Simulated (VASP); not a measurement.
**HgSe: single point with revPBE+D4**

HgSe:

```
Hg Se
1.0
     0.00000    3.08406    3.08406
     3.08406    0.00000    3.08406
     3.08406    3.08406    0.00000
Hg Se
1 1
Direct
  0.00000 0.00000 0.00000
  0.75000 0.75000 0.75000
```

* Program: VASP 6.6.1
* Task: single point
* Functional: revPBE
* Dispersion: D4
* Potentials or basis: VASP PAW PBE potentials, release 64 (Hg, Se)
* Cutoff: 500 eV
* k mesh: 8 × 8 × 8
* Occupations: fermi-dirac, width 0.05 eV
* Spin: no spin polarisation

| Property | Result |
| --- | --- |
| Pressure | 0.2 GPa |
| Band gap on the k mesh | zero (filled and empty bands touch) |
| Dispersion energy per atom | -0.550 eV |

Levels at points of the mesh, in eV from the Fermi level:
| k point | band 6 | band 7 | band 8 | band 9 | band 10 | band 11 | band 12 | band 13 |
| --- | --- | --- | --- | --- | --- | --- | --- | --- |
| (0.00, 0.00, 0.00) | -6.32 | -0.96 | -0.06 | -0.06 | -0.06 | 5.53 | 5.53 | 5.53 |
| (0.50, 0.00, 0.00) | -6.02 | -5.25 | -0.95 | -0.95 | 1.12 | 6.27 | 6.27 | 7.01 |
| (0.50, 0.50, 0.00) | -5.98 | -4.93 | -2.17 | -2.17 | 2.73 | 3.17 | 8.50 | 9.66 |

Wall time 22 s on 1 thread of Intel(R) Xeon(R) Platinum 8259CL CPU @ 2.50GHz (Skylake/Cascade Lake), with other jobs on the host, peak memory 0.19 GiB.

Caveat: the PAW data sets were made with another functional, which shifts forces and pressure a little; spin-orbit coupling is left out, which moves the levels of the heavy elements; pairwise dispersion overbinds metals, which lowers pressure and volume.
